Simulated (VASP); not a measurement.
# InPd (Pm-3m) in VASP: further runs

InPd is run at these levels: RPBE, BLYP, PBEsol; tasks: single point.

Program: VASP 6.6.1. These are calculated values, not measurements. Logs are shortened: lines on timing, memory, paths and dates and some standing lists are left out, and cuts for length are marked.

## 1. The cell of the first run

The structure is cubic, space group Pm-3m (No. 221). The conventional cell has a = 3.272 Å, b = 3.272 Å, c = 3.272 Å, α = 90.00°, β = 90.00°, γ = 90.00°. In (site symmetry m-3m) has 8 Pd at 2.83 Å and 6 In at 3.27 Å within 3.7 Å. Within 3.7 Å of Pd (site symmetry m-3m) lie 8 In at 2.83 Å and 6 Pd at 3.27 Å.

## 2. Single point, RPBE

INCAR reads:

```
ALGO = Normal
EDIFF = 1E-7
ENCUT = 520
GGA = RP
ISIF = 2
ISMEAR = -1
LASPH = T
LCHARG = T
LELF = T
LREAL = F
LVHAR = T
LWAVE = F
NBANDS = 18
NELM = 60
PREC = Accurate
SIGMA = 0.05
```

KPOINTS reads:

```
k-points
0
Gamma
  8 8 8
```

POSCAR reads:

```
InPd
1.0
    3.2718847800      0.0000000000      0.0000000000
    0.0000000000      3.2718847800      0.0000000000
    0.0000000000      0.0000000000      3.2718847800
In Pd
1 1
Direct
    0.0000000000      0.0000000000      0.0000000000
    0.5000000000      0.5000000000      0.5000000000
```

Potentials or basis: VASP PAW PBE potentials, release 64 (In_d, Pd).

Launch:

```
> cat potpaw_PBE.64/In_d/POTCAR potpaw_PBE.64/Pd/POTCAR > POTCAR
> mpirun -np 1 vasp_std > vasp.out
```

OUTCAR:

```text
EDIFF = 1E-7
   ENCUT = 520
   GGA = RP
   ISIF = 2
   ISMEAR = -1
   LASPH = T
   LREAL = F
   NELM = 60
   PREC = Accurate

 ion  position               nearest neighbor table
   1  0.000  0.000  0.000-   2 2.83   2 2.83   2 2.83   2 2.83   2 2.83   2 2.83   2 2.83   2 2.83

   2  0.500  0.500  0.500-   1 2.83   1 2.83   1 2.83   1 2.83   1 2.83   1 2.83   1 2.83   1 2.83

  LATTYP: Found a simple cubic cell.
 ALAT       =     3.2718847800

  Lattice vectors:

 A1 = (   3.2718847800,   0.0000000000,   0.0000000000)
 A2 = (   0.0000000000,   3.2718847800,   0.0000000000)
 A3 = (   0.0000000000,   0.0000000000,   3.2718847800)

Analysis of symmetry for initial positions (statically):
=====================================================================
 Subroutine PRICEL returns:
 Original cell was already a primitive cell.

 Routine SETGRP: Setting up the symmetry group for a
 simple cubic supercell.

 Subroutine GETGRP returns: Found 48 space group operations
 (whereof 48 operations were pure point group operations)
 out of a pool of 48 trial point group operations.

The static configuration has the point symmetry O_h .

Analysis of symmetry for dynamics (positions and initial velocities):
=====================================================================
 Subroutine PRICEL returns:
 Original cell was already a primitive cell.

 Routine SETGRP: Setting up the symmetry group for a
 simple cubic supercell.

 Subroutine GETGRP returns: Found 48 space group operations
 (whereof 48 operations were pure point group operations)
 out of a pool of 48 trial point group operations.

The dynamic configuration has the point symmetry O_h .

 Subroutine INISYM returns: Found 48 space group operations
 (whereof 48 operations are pure point group operations),
 and found     1 'primitive' translations

----------------------------------------------------------------------------------------

                                     Primitive cell

  volume of cell :      35.0263

  direct lattice vectors                    reciprocal lattice vectors
     3.271884780  0.000000000  0.000000000     0.305634234  0.000000000  0.000000000
     0.000000000  3.271884780  0.000000000     0.000000000  0.305634234  0.000000000
     0.000000000  0.000000000  3.271884780     0.000000000  0.000000000  0.305634234

  length of vectors
     3.271884780  3.271884780  3.271884780     0.305634234  0.305634234  0.305634234

  position of ions in fractional coordinates (direct lattice)
     0.000000000  0.000000000  0.000000000
     0.500000000  0.500000000  0.500000000

  ion indices of the primitive-cell ions
   primitive index   ion index
                 1           1
                 2           2

----------------------------------------------------------------------------------------

 KPOINTS: k-points

Automatic generation of k-mesh.
 Grid dimensions read from file:
 generate k-points for:    8    8    8

 Generating k-lattice:

  Cartesian coordinates                     Fractional coordinates (reciprocal lattice)
     0.038204279  0.000000000  0.000000000     0.125000000  0.000000000  0.000000000
     0.000000000  0.038204279  0.000000000     0.000000000  0.125000000  0.000000000
     0.000000000  0.000000000  0.038204279     0.000000000  0.000000000  0.125000000

  Length of vectors
     0.038204279  0.038204279  0.038204279

  Shift w.r.t. Gamma in fractional coordinates (k-lattice)
     0.000000000  0.000000000  0.000000000

 Subroutine IBZKPT returns following result:
 ===========================================

 Found     35 irreducible k-points:

 Following reciprocal coordinates:
            Coordinates               Weight
  0.000000  0.000000  0.000000      1.000000
  0.125000  0.000000  0.000000      6.000000
  0.250000  0.000000  0.000000      6.000000
  0.375000  0.000000  0.000000      6.000000
  0.500000  0.000000  0.000000      3.000000
  0.125000  0.125000  0.000000     12.000000
[... 16 lines left out ...]
  0.375000  0.375000  0.125000     24.000000
  0.500000  0.375000  0.125000     24.000000
 [... further k-points ...]
   k-points           NKPTS =     35   k-points in BZ     NKDIM =     35   number of bands    NBANDS=     18
   number of dos      NEDOS =    301   number of ions     NIONS =      2
   total plane-waves  NPLWV =  13824
   dimension x,y,z NGX =    24 NGY =   24 NGZ =   24
   dimension x,y,z NGXF=    48 NGYF=   48 NGZF=   48
   ions per type =               1   1
   NGX,Y,Z   is equivalent  to a cutoff of  12.19, 12.19, 12.19 a.u.
   NGXF,Y,Z  is equivalent  to a cutoff of  24.39, 24.39, 24.39 a.u.
 SYSTEM =  unknown system
   PREC   = accura    normal or accurate (medium, high low for compatibility)
   ISTART =      0    job   : 0-new  1-cont  2-samecut
   ICHARG =      2    charge: 1-file 2-atom 10-const
   ISPIN  =      1    spin polarized calculation?
   LNONCOLLINEAR =      F non collinear calculations
   LSORBIT =      F    spin-orbit coupling
   LASPH  =      T    aspherical Exc in radial PAW
   ENCUT  =  520.0 eV  38.22 Ry    6.18 a.u.   6.08  6.08  6.08*2*pi/ulx,y,z
   NELM   =     60;   NELMIN=  2; NELMDL= -5     # of ELM steps
   EDIFF  = 0.1E-06   stopping-criterion for ELM
   LREAL  =      F    real-space projection
   EDIFFG = 0.1E-05   stopping-criterion for IOM
   NSW    =      0    number of steps for IOM
   IBRION =     -1    ionic relax: 0-MD 1-quasi-New 2-CG
   NFREE  =      0    steps in history (QN), initial steepest desc. (CG)
   ISIF   =      2    stress and relaxation
   ISYM   =      2    0-nonsym 1-usesym 2-fastsym
   POTIM  = 0.5000    time-step for ionic-motion
   TEBEG  =    0.0;   TEEND  =   0.0 temperature during run
   PSTRESS=    0.0 pullay stress
   NELECT =      23.0000    total number of electrons
   NUPDOWN=      -1.0000    fix difference up-down
   EMIN   =  10.00;   EMAX   =-10.00  energy-range for DOS
   EFERMI =   0.00;   METHOD = LEGACY
   ISMEAR =    -1;   SIGMA  =   0.05  broadening in eV -4-tet -1-fermi 0-gaus
   EFERMI_NEDOS =   21; number of points for ismear=-14 and -15
   IALGO  =     38    algorithm
   IMIX   =      4    mixing-type and parameters
     AMIX     =   0.40;   BMIX     =  1.00
     AMIX_MAG =   1.60;   BMIX_MAG =  1.00
  volume/ion in A,a.u.               =      17.51       118.18
  Fermi-wavevector in a.u.,A,eV,Ry     =   1.422938  2.688964 27.548447  2.024754
  Thomas-Fermi vector in A             =   2.543589
   LORBIT       =      0    0 simple, 1 ext, 2 COOP (PROOUT), +10 PAW based schemes
   GGA     = RP    functional components
   LHFCALC =     F    Hartree Fock is set to
   AEXX    =    0.0000 exact exchange contribution
   IVDW    =     0    specifies the selected vdW correction
   LEPSILON=     F    determine dielectric tensor
   LRPA    =     F    only Hartree local field effects (RPA)
 non-spin polarized calculation
  energy-cutoff  :      520.00
  volume of cell :       35.03
 maximum number of plane-waves:       968
   NGX = 13   NGY = 13   NGZ = 13

 number of electron      22.9999997 magnetization

 Free energy of the ion-electron system (eV)
  ---------------------------------------------------
  ext. energy  EPLUGINS =         0.00000000
  ---------------------------------------------------
  free energy    TOTEN  =        -7.71309416 eV

  energy without entropy =       -7.70305662  energy(sigma->0) =       -7.70807539

 E-fermi :  10.5362     XC(G=0): -12.1319

 val. band max:       10.5121517587   @ k =   0.3750   0.3750   0.1250
 cond. band min:      10.6227494538   @ k =   0.5000   0.5000   0.5000
 fundamental gap:      0.1105976951
 Fermi energy:        10.5361687659

 k-point     1 :       0.0000    0.0000    0.0000
  band No.  band energies     occupation
      1      -4.4037      2.00000
      2      -4.4037      2.00000
      3      -3.9972      2.00000
      4      -3.9972      2.00000
      5      -3.9972      2.00000
      6       0.5786      2.00000
[... 10 lines left out ...]
     17      21.1449      0.00000
     18      26.5980      0.00000

 k-point     2 :       0.1250    0.0000    0.0000
  band No.  band energies     occupation
      1      -4.3953      2.00000
      2      -4.3524      2.00000
      3      -4.0128      2.00000
      4      -4.0128      2.00000
      5      -3.9926      2.00000
      6       0.8267      2.00000
[... 10 lines left out ...]
     17      22.6814      0.00000
     18      26.0680      0.00000

 k-point     3 :       0.2500    0.0000    0.0000
  band No.  band energies     occupation
      1      -4.3752      2.00000
      2      -4.2293      2.00000
      3      -4.0502      2.00000
      4      -4.0502      2.00000
      5      -3.9815      2.00000
      6       1.5649      2.00000
[... 10 lines left out ...]
     17      25.2144      0.00000
     18      25.5785      0.00000

 k-point     4 :       0.3750    0.0000    0.0000
  band No.  band energies     occupation
      1      -4.3550      2.00000
      2      -4.1070      2.00000
      3      -4.0872      2.00000
      4      -4.0872      2.00000
      5      -3.9704      2.00000
      6       2.7589      2.00000
[... 375 lines left out ...]
      4      -4.0743      2.00000
      5      -3.9433      2.00000
      6       4.3223      2.00000
[... 10 lines left out ...]
     17      22.9722      0.00000
     18      24.9302      0.00000

 k-point    23 :       0.3750    0.3750    0.1250
  band No.  band energies     occupation
      1      -4.2765      2.00000
      2      -4.1744      2.00000
      3      -4.1344      2.00000
      4      -4.1244      2.00000
      5      -3.8911      2.00000
      6       4.2170      2.00000
[... 10 lines left out ...]
     17      21.5453      0.00000
     18      23.7637      0.00000

 k-point    24 :       0.5000    0.3750    0.1250
  band No.  band energies     occupation
      1      -4.3061      2.00000
      2      -4.1647      2.00000
      3      -4.1517      2.00000
      4      -4.1316      2.00000
      5      -3.8426      2.00000
      6       4.5205      2.00000
[... 10 lines left out ...]
     17      21.7087      0.00000
     18      23.7058      0.00000

 [... further k-points ...]

------------------------ aborting loop because EDIFF is reached ----------------------------------------

  FORCE on cell =-STRESS in cart. coord.  units (eV):
  Direction    XX          YY          ZZ          XY          YZ          ZX
  --------------------------------------------------------------------------------------
  -------------------------------------------------------------------------------------
  Total        1.5674859      1.5674859      1.5674859     -0.0000000      0.0000000     -0.0000000
  in kB       71.7001744     71.7001744     71.7001744     -0.0000000      0.0000000     -0.0000000
  external PRESSURE =      71.7001744 kB  Pullay stress =       0.0000000 kB

 VOLUME and BASIS-vectors are now :
 -----------------------------------------------------------------------------
  energy-cutoff  :      520.00
  volume of cell :       35.03
      direct lattice vectors                 reciprocal lattice vectors
     3.271884780  0.000000000  0.000000000     0.305634234  0.000000000  0.000000000
     0.000000000  3.271884780  0.000000000     0.000000000  0.305634234  0.000000000
     0.000000000  0.000000000  3.271884780     0.000000000  0.000000000  0.305634234

 POSITION                                       TOTAL-FORCE (eV/Angst)
 -----------------------------------------------------------------------------------
      0.00000      0.00000      0.00000         0.000000      0.000000      0.000000
      1.63594      1.63594      1.63594         0.000000      0.000000      0.000000
 -----------------------------------------------------------------------------------
    total drift:                                0.000000      0.000000     -0.000000

  FREE ENERGIE OF THE ION-ELECTRON SYSTEM (eV)
  ---------------------------------------------------
  free  energy   TOTEN  =        -7.7130941580 eV

  energy  without entropy=       -7.7030566198  energy(sigma->0) =       -7.70807539
```

Wall time 14 s (1 thread of Intel Xeon 8259CL, shared host); peak memory 0.15 GiB.

What came out:

| Quantity | Value |
| --- | --- |
| Free energy | -7.7131 eV |
| Pressure | 7.2 GPa |
| Band gap on the k mesh | zero (an odd number of electrons rules out a gap without spin polarisation) |

Levels at points of the mesh, in eV from the Fermi level:
```
           k point  band 10  band 11  band 12  band 13  band 14  band 15
(0.00, 0.00, 0.00)    -2.20    -2.20     4.33     4.33     4.33     9.60
(0.50, 0.00, 0.00)    -3.18    -2.27    -1.03     9.68     9.68     9.92
(0.50, 0.50, 0.00)    -2.23    -2.23    -1.62     1.56     2.57     9.62
(0.50, 0.50, 0.50)    -1.58     0.09     3.87     3.87     3.87     4.48
```

Caveat: the cell stands under pressure; the PAW data sets were made with another functional, which shifts forces and pressure a little; spin-orbit coupling is left out, which moves the levels of the heavy elements.

## 3. Single point, BLYP

INCAR reads:

```
AGGAC    = 1.0          
AGGAX    = 1.0          
ALDAC    = 0.0          
ALDAX    = 1.0          
ALGO     = Normal         # electronic algorithm
EDIFF    = 1E-6           # SCF threshold, eV
ENCUT    = 520            # plane-wave cutoff, eV
GGA      = B5             # functional
ISIF     = 2              # what is computed and relaxed
ISMEAR   = -1             # smearing method
LASPH    = True           # aspherical terms in the spheres
LCHARG   = False          # write CHGCAR
LREAL    = False          # projectors in reciprocal space
LWAVE    = False          # write WAVECAR
NBANDS   = 18             # bands
NELM     = 60             # most SCF steps
PREC     = Accurate       # precision mode
SIGMA    = 0.05           # smearing width, eV
```

KPOINTS is that of step 2.

POSCAR is that of step 2.

Potentials or basis: VASP PAW PBE potentials, release 64 (In_d, Pd).

Launch:

```
> cat potpaw_PBE.64/In_d/POTCAR potpaw_PBE.64/Pd/POTCAR > POTCAR
> mpirun -np 1 vasp_std > vasp.out
```

Run time: 19 s. Hardware: 1 thread of Intel Xeon 8259CL, shared host; peak memory 0.15 GiB.

Results (log left out):

| Property | Result |
| --- | --- |
| Free energy | -6.8560 eV |
| Pressure | 11.8 GPa |
| Band gap on the k mesh | zero (an odd number of electrons rules out a gap without spin polarisation) |

Levels at points of the mesh, in eV from the Fermi level:
```tsv
k point	band 8	band 9	band 10	band 11	band 12	band 13	band 14	band 15
(0.00, 0.00, 0.00)	-3.75	-2.25	-2.25	-2.25	4.28	4.28	4.28	9.25
(0.50, 0.00, 0.00)	-3.74	-3.22	-3.22	-2.32	-1.09	9.53	9.53	10.26
(0.50, 0.50, 0.00)	-2.65	-2.65	-2.12	-2.12	-1.68	1.40	2.54	9.35
(0.50, 0.50, 0.50)	-4.79	-1.64	-1.64	-0.27	4.05	4.05	4.05	4.51
```

Caveat: the cell stands under pressure; the PAW data sets were made with another functional, which shifts forces and pressure a little; spin-orbit coupling is left out, which moves the levels of the heavy elements.

## 4. Single point, PBEsol (17.86 Å³/atom)

This run uses another cell than the first one, of 17.86 Å³/atom.

INCAR reads:

```
PREC = Accurate
ENCUT = 520
EDIFF = 1E-6
ISMEAR = -1
SIGMA = 0.05
LREAL = False
LASPH = True
NELM = 100
ALGO = Normal
ISIF = 2
LWAVE = False
LCHARG = True
GGA = PS
LELF = True
LVHAR = True
NBANDS = 18
```

KPOINTS reads:

```
regular mesh
0
Gamma
  8 8 8
```

POSCAR reads:

```
InPd
1.0
    3.2935535226      0.0000000000      0.0000000000
    0.0000000000      3.2935535226      0.0000000000
    0.0000000000      0.0000000000      3.2935535226
In Pd
1 1
Direct
    0.0000000000      0.0000000000      0.0000000000
    0.5000000000      0.5000000000      0.5000000000
```

Launch:

```
> cat potpaw_PBE.64/In_d/POTCAR potpaw_PBE.64/Pd/POTCAR > POTCAR
> mpirun -np 1 vasp_std > vasp.out
```

It took 12 s on 1 thread of Intel Xeon 8259CL, shared host; peak memory 0.15 GiB.

The run converged. Its results:

```
Free energy            : -9.9809 eV
Pressure               : -5.1 GPa
Band gap on the k mesh : zero (an odd number of electrons rules out a gap without spin polarisation)
```

Levels at points of the mesh, in eV from the Fermi level:
```
           k point  band 10  band 11  band 12  band 13  band 14  band 15
(0.00, 0.00, 0.00)    -2.12    -2.12     4.23     4.23     4.23     9.21
(0.50, 0.00, 0.00)    -3.08    -2.19    -1.00     9.45     9.45     9.92
(0.50, 0.50, 0.00)    -2.19    -2.19    -1.55     1.45     2.47     9.38
(0.50, 0.50, 0.50)    -1.51    -0.12     3.83     3.83     3.83     4.41
```

Caveat: the cell stands under tension; the PAW data sets were made with another functional, which shifts forces and pressure a little; spin-orbit coupling is left out, which moves the levels of the heavy elements.

## 5. The runs side by side

| level | cell | gap on the mesh (eV) | pressure (GPa) |
| --- | --- | --- | --- |
| RPBE | a = 3.272 Å, 2 atoms | none | 7.2 |
| BLYP | a = 3.272 Å, 2 atoms | none | 11.8 |
| PBEsol | a = 3.294 Å, 2 atoms | none | -5.1 |

Alike in all rows: task single point; potentials or basis VASP PAW PBE potentials, release 64 (In_d, Pd); no spin polarisation; k mesh 8 × 8 × 8; cutoff (eV) 520; smearing fermi-dirac 0.05 eV.

Caveats: the PAW data sets were made with another functional, which shifts forces and pressure a little; spin-orbit coupling is left out, which moves the levels of the heavy elements; the cell stands under pressure (at least some runs); the cell stands under tension (at least some runs).

Total energies depend on the potentials used, so only differences within one code and one set of settings carry meaning.
